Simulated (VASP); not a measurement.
Here is a VASP 6.6.1 calculation.

The input INCAR:

```
SYSTEM = Ge8Mo3W
PREC = Accurate
ENCUT = 520
EDIFF = 1E-7
ISMEAR = 0
SIGMA = 0.1
LREAL = .False.
LASPH = .True.
NELM = 80
ALGO = Normal
ISIF = 2
LWAVE = .False.
LCHARG = .True.
GGA = PE
LELF = .True.
LVHAR = .True.
NBANDS = 96
```

KPOINTS

```
Automatic mesh
0
Gamma
  4 4 2
  0 0 0
```

Contents of POSCAR:

```
Ge8Mo3W
1.0
    2.3582387506     -4.1437191352      0.0000000000
    2.3582387506      4.1437191352      0.0000000000
    0.0000000000      0.0000000000      9.4470547100
Ge Mo W
8 3 1
Direct
    0.6621333113      0.3378666887      0.7504484101
    0.1620545321      0.8379454679      0.5000000000
    0.6621333113      0.3378666887      0.2495515899
    0.1618061639      0.8381938361      0.0000000000
    0.3378666887      0.6621333113      0.7504484101
    0.8379454679      0.1620545321      0.5000000000
    0.3378666887      0.6621333113      0.2495515899
    0.8381938361      0.1618061639      0.0000000000
    0.0000000000      0.0000000000      0.7504765863
    0.0000000000      0.0000000000      0.2495234137
    0.5000000000      0.5000000000      0.0000000000
    0.5000000000      0.5000000000      0.5000000000
```

Potentials or basis: VASP PAW PBE potentials, release 64 (Ge_d, Mo_sv, W_sv).

Command:

```bash
$ cat potpaw_PBE.64/Ge_d/POTCAR potpaw_PBE.64/Mo_sv/POTCAR potpaw_PBE.64/W_sv/POTCAR > POTCAR
$ mpirun -np 1 vasp_std > vasp.out
```

(1) Predict the band gap on the k mesh.

(2) Estimate the pressure.

(3) Estimate the largest force.

Answers

(1) zero (bands 84 and 85 overlap by 0.83 eV).

(2) 0.2 GPa.

(3) 0.010 eV/Å.

Caveat: the k points lie up to 0.38 Å⁻¹ apart, too coarse for converged energies and pressures of a metal; spin-orbit coupling is left out, which moves the levels of the heavy elements.
